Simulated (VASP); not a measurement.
A run of VASP 6.6.1 is set up as follows.

Contents of INCAR:

```
ALGO = Normal ; EDIFF = 1E-8
ENCUT = 520 ; GGA = PS
ISIF = 2 ; ISMEAR = 0
LASPH = T ; LCHARG = F
LEPSILON = T ; LREAL = F
LWAVE = F ; NELM = 100
PREC = Accurate ; SIGMA = 0.01
```

KPOINTS

```
k-points
0
Gamma
  6 6 4
```

Contents of POSCAR:

```
MgS
1.0
    4.0346224068      0.0000000000      0.0000000000
   -2.0173112034      3.4940854990      0.0000000000
    0.0000000000      0.0000000000      6.4322941800
S Mg
2 2
Direct
    0.6666666667      0.3333333333      0.8792441500
    0.3333333333      0.6666666667      0.3792441500
    0.3333333333      0.6666666667      0.9957548500
    0.6666666667      0.3333333333      0.4957548500
```

Potentials or basis: VASP PAW PBE potentials, release 64 (S, Mg).

The run is started by

```console
$ cat potpaw_PBE.64/S/POTCAR potpaw_PBE.64/Mg/POTCAR > POTCAR
$ mpirun -np 1 vasp_std > vasp.out
```

(1) Predict the electronic dielectric tensor (diagonal).

(2) Predict the Born charges (mean of the diagonal).

(3) Estimate the band gap on the k mesh.

## Answers

(1) 4.10, 4.10, 4.20.

(2) S -1.91; Mg +1.91 e.

(3) 3.27 eV.
